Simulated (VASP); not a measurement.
## HfB2: single point with PBEsol

The system is HfB2.

```
CELL_PARAMETERS angstrom
3.11893 0.00000 0.00000
-1.55946 2.70107 0.00000
0.00000 0.00000 3.45664
ATOMIC_POSITIONS crystal
Hf 0.00000 0.00000 0.00000
B 0.33333 0.66667 0.50000
B 0.66667 0.33333 0.50000
```

This cell differs from its parent crystal: volume scaled by 0.98.

```json
{
  "Program": "VASP 6.6.1",
  "Task": "single point",
  "Functional": "PBEsol",
  "Potentials or basis": "VASP PAW PBE potentials, release 64 (Hf_pv, B)",
  "Cutoff": "520 eV",
  "k mesh": "15 × 15 × 12",
  "Occupations": "fermi-dirac, width 0.03 eV",
  "Spin": "no spin polarisation",
  "Dipole correction": "no",
  "Further INCAR settings": "ALGO = Normal; EDIFF = 1e-06; NBANDS = 15"
}
```

The pressure is 0.7 GPa. The band gap on the k mesh is zero (band 8 reaches 8.50 eV, above the bottom of band 9 at 7.45 eV).

Stress tensor (GPa, compression positive):
```
 1.32  0.00  0.00
 0.00  1.32  0.00
 0.00  0.00 -0.42
```

Levels at points of the mesh, in eV from the Fermi level:
| k point | band 6 | band 7 | band 8 | band 9 | band 10 | band 11 |
| --- | --- | --- | --- | --- | --- | --- |
| (0.00, 0.00, 0.00) | -2.95 | -2.95 | -2.76 | 4.08 | 4.08 | 4.76 |
| (0.00, 0.00, 0.50) | -1.18 | -1.18 | 0.28 | 0.28 | 0.98 | 0.98 |

It took 110 s on 1 thread of AMD EPYC 7571 (shared host), peak memory 0.17 GiB.

Caveat: the PAW data sets were made with another functional, which shifts forces and pressure a little; spin-orbit coupling is left out, which moves the levels of the heavy elements.
